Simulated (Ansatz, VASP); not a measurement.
One calculation of Ag, two programs

```
Ag
1.0
     0.00000    2.04310    2.04310
     2.04310    0.00000    2.04310
     2.04310    2.04310    0.00000
Ag
1
Direct
  0.00000 0.00000 0.00000
```

Alike in both runs: task electric field gradients; functional LDA; k mesh 15 × 15 × 15; occupations fermi-dirac, width 0.05 eV; no spin polarisation.

|  | VASP | Ansatz |
| --- | --- | --- |
| version | VASP 6.6.1 | Ansatz 0.2.0 |
| potentials or method | VASP PAW LDA potentials, release 64 (Ag) | PAW with Ansatz's default frozen-core files, scalar-relativistic |
| plane-wave cutoff (eV) | 520 | 420 |
| valence electrons in the cell | 11 | 19 |

```csv
,VASP,Ansatz,Ansatz less VASP
pressure (GPa),-7.3,-7.5,-0.16
```

LDA's correlation is that of Perdew and Zunger in VASP and of Perdew and Wang (1992) in Ansatz. VASP's potentials hold 11 valence electrons a cell and Ansatz's 19, so a difference there can come from the potentials and not from the codes.
